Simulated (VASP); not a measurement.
A run of VASP 6.6.1:

The input INCAR:

```
PREC = Accurate
ENCUT = 520
EDIFF = 1E-6
ISMEAR = 0
SIGMA = 0.05
LREAL = False
LASPH = True
NELM = 80
ALGO = Normal
ISIF = 2
LWAVE = False
LCHARG = False
NBANDS = 44
```

The input KPOINTS:

```
Automatic mesh
0
Gamma
  10 10 2
```

The input POSCAR:

```
Ge2Sb2Te5
1.0
    4.1349400957      0.0000000000      0.0000000000
   -2.0674700478      3.5809631660      0.0000000000
    0.0000000000      0.0000000000     17.3354223344
Ge Sb Te
2 2 5
Direct
    0.3333333333      0.6666666667      0.4514350620
    0.6666666667      0.3333333333      0.5485649380
    0.3333333333      0.6666666667      0.1149472102
    0.6666666667      0.3333333333      0.8850527898
    0.0000000000      0.0000000000      0.0000000000
    0.3333333333      0.6666666667      0.7847686749
    0.6666666667      0.3333333333      0.2152313251
    0.0000000000      0.0000000000      0.3691829141
    0.0000000000      0.0000000000      0.6308170859
```

Potentials or basis: VASP PAW LDA potentials, release 64 (Ge_d, Sb, Te).

Command:

```bash
$ cat potpaw_LDA.64/Ge_d/POTCAR potpaw_LDA.64/Sb/POTCAR potpaw_LDA.64/Te/POTCAR > POTCAR
$ mpirun -np 1 vasp_std > vasp.out
```

Hardware: 1 thread of Intel(R) Xeon(R) Platinum 8259CL CPU @ 2.50GHz (Skylake/Cascade Lake) (shared host).

**Question.** How long does it take, and how much memory?

**Answer.** Run time: 7.3 min on 1 thread of Intel(R) Xeon(R) Platinum 8259CL CPU @ 2.50GHz (Skylake/Cascade Lake) (shared host), peak memory 0.47 GiB. Counts: scf iterations 15, k points 28.
